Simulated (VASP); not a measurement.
Write the native input for VASP 6.6.1 that does the following.

| Item | Value |
| --- | --- |
| Task | single point |
| Functional | r2SCAN |
| Potentials or basis | VASP PAW PBE potentials, release 64 (Mg, Se) |
| Cutoff | 660 eV |
| k mesh | 6 × 6 × 6 |
| Occupations | gaussian, width 0.01 eV |
| Spin | no spin polarisation |
| Dipole correction | no |
| Further INCAR settings | ALGO = Normal; EDIFF = 1e-06; NBANDS = 11 |

The system is MgSe.

```
Mg Se
1.0
     0.00000    2.70863    2.70863
     2.70863    0.00000    2.70863
     2.70863    2.70863    0.00000
Mg Se
1 1
Direct
  0.00000 0.00000 0.00000
  0.50000 0.50000 0.50000
```

This cell differs from its parent crystal: volume changed by -3%.

These files were run (other wordings do the same):

POSCAR

```
MgSe
1.0
    0.0000000000      2.7086345727      2.7086345727
    2.7086345727      0.0000000000      2.7086345727
    2.7086345727      2.7086345727      0.0000000000
Mg Se
1 1
Direct
    0.0000000000      0.0000000000      0.0000000000
    0.5000000000      0.5000000000      0.5000000000
```

INCAR.step1

```
PREC = Accurate ; ENCUT = 660
ISMEAR = 0 ; SIGMA = 0.01
LREAL = F ; LASPH = T
NELM = 120 ; NBANDS = 11
GGA = PE ; ALGO = Normal
EDIFF = 1E-5 ; LWAVE = T
LCHARG = F ; GGA_COMPAT = F
```

INCAR.step2

```
PREC = Accurate ; ENCUT = 660
EDIFF = 1E-6 ; ISMEAR = 0
SIGMA = 0.01 ; LREAL = F
LASPH = T ; NELM = 120
ALGO = Normal ; ISIF = 2
LWAVE = F ; LCHARG = F
METAGGA = R2SCAN ; LMIXTAU = T
NBANDS = 11 ; ISTART = 1
GGA_COMPAT = F
```

KPOINTS

```
Automatic mesh
0
Gamma
  6 6 6
```

Potentials or basis: VASP PAW PBE potentials, release 64 (Mg, Se).

Launch:

```sh
$ cat potpaw_PBE.64/Mg/POTCAR potpaw_PBE.64/Se/POTCAR > POTCAR
$ cp INCAR.step1 INCAR
$ mpirun -np 1 vasp_std > vasp.out
$ cp INCAR.step2 INCAR
$ mpirun -np 1 vasp_std > vasp.out
```

Results of the run:

```
Pressure               : 1.9 GPa
Band gap on the k mesh : 2.49 eV, indirect (least direct gap 3.63 eV)
```

Caveat: the PAW data sets were made with another functional, which shifts forces and pressure a little.

It took 59 s on 1 thread of Intel Xeon 8259CL (shared host), peak memory 0.19 GiB.
